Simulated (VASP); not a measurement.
KMgF3:

```
K Mg F
1.0
     3.98590    0.00000    0.00000
     0.00000    3.98590    0.00000
     0.00000    0.00000    3.98590
K Mg F
1 1 3
Direct
  0.50000 0.50000 0.50000
  0.00000 0.00000 0.00000
  0.50000 0.00000 0.00000
  0.00000 0.50000 0.00000
  0.00000 0.00000 0.50000
```

* Program: VASP 6.6.1
* Task: relaxation of cell and atoms
* Functional: PBE
* Potentials or basis: VASP PAW PBE potentials, release 64 (K_sv, Mg, F)
* Cutoff: 600 eV
* k mesh: 8 × 8 × 8
* Occupations: fermi-dirac, width 0.02 eV
* Spin: no spin polarisation

At the start: pressure 3.2 GPa; volume 12.67 Å³/atom.

Q: How do energy, volume and symmetry change on relaxing?

A: Over 3 steps the energy falls by 5.5 meV/atom and the volume is 13.24 Å³/atom (+4.5 %); space group Pm-3m (No. 221, to 0.1 Å) before and after.

The path:
```csv
step,energy change (eV),largest force (eV/Å),pressure (GPa),volume (Å³)
1,0.0000,0.0000,3.25,63.33
2,-0.0269,0.0000,0.47,65.71
3,-0.0276,0.0000,-0.02,66.18
```

Final structure:
```cif
data_structure
_symmetry_space_group_name_H-M 'P 1'
_symmetry_Int_Tables_number 1
_cell_length_a 4.0450
_cell_length_b 4.0450
_cell_length_c 4.0450
_cell_angle_alpha 90.000
_cell_angle_beta 90.000
_cell_angle_gamma 90.000
_cell_volume 66.18
loop_
_atom_site_label
_atom_site_type_symbol
_atom_site_fract_x
_atom_site_fract_y
_atom_site_fract_z
_atom_site_occupancy
K1 K 0.50000 0.50000 0.50000 1
Mg1 Mg 0.00000 0.00000 0.00000 1
F1 F 0.50000 0.00000 0.00000 1
F2 F 0.00000 0.50000 0.00000 1
F3 F 0.00000 0.00000 0.50000 1
```
